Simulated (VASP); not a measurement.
The system is Ca3H.

```
Ca H
1.0
     0.00000    3.69563    3.69563
     3.69563    0.00000    3.69563
     3.69563    3.69563    0.00000
Ca H
3 1
Cartesian
  3.6956 3.6956 3.6956
  1.8478 1.8478 1.8478
  5.5435 5.5435 5.5435
  0.0000 0.0000 0.0000
```

The cell was generated, and may not be a known phase.

* Program: VASP 6.6.1
* Task: relaxation of cell and atoms
* Functional: PBE
* Potentials or basis: VASP PAW PBE potentials, release 64 (Ca_sv, H)
* Cutoff: 600 eV
* k mesh: 4 × 4 × 4
* Occupations: gaussian, width 0.1 eV
* Spin: no spin polarisation

At the start: pressure 7.8 GPa; volume 25.24 Å³/atom.

**Question.** Where does the relaxation end?

**Answer.** Over 4 steps the energy falls by 203.5 meV/atom and the volume is 35.36 Å³/atom (+40.1 %); space group Fm-3m (No. 225, to 0.1 Å) before and after.

The path:
```tsv
step	energy change (eV)	largest force (eV/Å)	pressure (GPa)	volume (Å³)
1	0.0000	0.0000	7.83	100.95
2	-0.6256	0.0000	3.09	120.05
3	-0.8115	0.0000	0.30	138.90
4	-0.8141	0.0000	0.03	141.45
```

Final structure:
```
Ca H
1.0
     0.00000    4.13550    4.13550
     4.13550    0.00000    4.13550
     4.13550    4.13550    0.00000
Ca H
3 1
Direct
  0.50000 0.50000 0.50000
  0.25000 0.25000 0.25000
  0.75000 0.75000 0.75000
  0.00000 0.00000 0.00000
```

Caveat: the k points lie up to 0.33 Å⁻¹ apart in the final cell, too coarse for converged energies and pressures of a metal; the volume moved by over 15 % at a fixed basis, so the end points are rough.
